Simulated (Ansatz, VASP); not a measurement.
AlN in VASP and in Ansatz

File INCAR:

```
PREC = Accurate
ENCUT = 520
EDIFF = 1E-7
ISMEAR = 0
SIGMA = 0.01
LREAL = False
LASPH = True
NELM = 80
ALGO = Normal
ISIF = 2
LWAVE = False
LCHARG = False
GGA = PE
NBANDS = 16
```

File KPOINTS:

```
Automatic mesh
0
Gamma
  9 9 6
```

Contents of POSCAR:

```
AlN
1.0
    3.1297670776      0.0000000000      0.0000000000
   -1.5648835388      2.7104577972      0.0000000000
    0.0000000000      0.0000000000      5.0173090473
Al N
2 2
Direct
    0.3333333333      0.6666666667     -0.0175395319
    0.6666666667      0.3333333333      0.4824604681
    0.3333333333      0.6666666667      0.3995395319
    0.6666666667      0.3333333333      0.8995395319
```

Input for Ansatz:

```yaml
crystal:
  lattice:
    - [3.1297670776, 0.0, 0.0]
    - [-1.5648835388, 2.7104577972, 0.0]
    - [0.0, 0.0, 5.0173090473]
  atoms:
    - { symbol: Al, position: [0.3333333333, 0.6666666667, -0.0175395319] }
    - { symbol: Al, position: [0.6666666667, 0.3333333333, 0.4824604681] }
    - { symbol: "N", position: [0.3333333333, 0.6666666667, 0.3995395319] }
    - { symbol: "N", position: [0.6666666667, 0.3333333333, 0.8995395319] }
basis:
  ecutwfc: 420
  xc_grid: 2
kpoints:
  mp_grid: { grid: [9, 9, 6] }
hamiltonian:
  xc: pbe
  pseudopotentials: { kind: paw, azcp: { folder: soft_1 } }
scf:
  occupations: { method: fixed }
output:
  forces: true
  stress: true
  eigenvalues: true
  polarization: {}
```

Change from the starting cell: polar distortion scaled by 0.70.

Alike in both runs: task single point; functional PBE; k mesh 9 × 9 × 6; no spin polarisation.

```csv
,VASP,Ansatz
version,VASP 6.6.1,Ansatz 0.2.0
potentials or method,"VASP PAW PBE potentials, release 64 (Al, N), cutoff 520 eV","scalar-relativistic, plane waves, PAW"
occupations,"gaussian, width 0.01 eV",fixed
valence electrons in the cell,16,16
```

|  | VASP | Ansatz | Ansatz less VASP |
| --- | --- | --- | --- |
| gap on the k mesh at the Fermi level (eV) | 3.49 | 3.48 | -0.009 |
| least direct gap on the mesh (eV) | 3.49 | 3.48 | -0.009 |
| pressure (GPa) | 1.8 | 1.9 | +0.18 |
| traceless stress, the component that is largest in VASP (GPa) | -10.34 | -10.36 | -0.015 |
| rms of the force components (eV/Å) | 0.711 | 0.709 | -0.0018 |

Atom by atom the forces differ by 0.002 eV/Å (rms over components).
